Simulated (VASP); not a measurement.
The system is CdSe.

```
Cd Se
1.0
     0.00000    3.07027    3.07027
     3.07027    0.00000    3.07027
     3.07027    3.07027    0.00000
Cd Se
1 1
Direct
  0.00000 0.00000 0.00000
  0.25000 0.25000 0.25000
```

Base run:

```yaml
Program: VASP 6.6.1
Functional: r2SCAN
Potentials_or_basis: VASP PAW PBE potentials, release 64 (Cd, Se)
Cutoff: 520 eV
k_mesh: 6 × 6 × 6
Occupations: fermi-dirac, width 0.05 eV
Spin: non-collinear spin, zero start, spin-orbit coupling
Starting_moments: "[[0.0, 0.0, 0.0], [0.0, 0.0, 0.0]] μB"
```

Its results: pressure 0.1 GPa; net moment 0.00 μB per cell.

Question: The run is repeated on the same cell with these changes: functional from r2SCAN to PBEsol. What comes out?

Answer: Pressure -1.1 GPa; net moment 0.00 μB per cell.

Caveats: the PAW data sets were made with another functional, which shifts forces and pressure a little.
